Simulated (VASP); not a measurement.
CoPd, 2 atoms in the cell. Symmetry: R-3m, No. 166, trigonal system. The conventional cell has a = 2.727 Å, b = 2.727 Å, c = 13.051 Å, α = 90.00°, β = 90.00°, γ = 120.00°. Within 3.5 Å of Co (site symmetry -3m) lie 6 Pd at 2.69 Å and 6 Co at 2.73 Å. Pd (site symmetry -3m) has 6 Co at 2.69 Å and 6 Pd at 2.73 Å within 3.5 Å. 

- Program: VASP 6.6.1
- Task: single point
- Functional: PBEsol
- Potentials or basis: VASP PAW PBE potentials, release 64 (Co, Pd)
- Cutoff: 600 eV
- k mesh: 14 × 14 × 14
- Occupations: fermi-dirac, width 0.1 eV
- Spin: no spin polarisation
- Dipole correction: no
- Further INCAR settings: ALGO = Normal; EDIFF = 1e-06; NBANDS = 16

Potentials or basis: VASP PAW PBE potentials, release 64 (Co, Pd).

Command:

```bash
$ cat potpaw_PBE.64/Co/POTCAR potpaw_PBE.64/Pd/POTCAR > POTCAR
$ mpirun -np 1 vasp_std > vasp.out
```

Hardware: 1 thread of Intel Xeon 8259CL, with other jobs on the host.

Problem. Estimate the wall time of this run.

Solution. Wall time 11 min on 1 thread of Intel Xeon 8259CL (shared host), peak memory 0.38 GiB. Counts: scf iterations 15, k points 288.
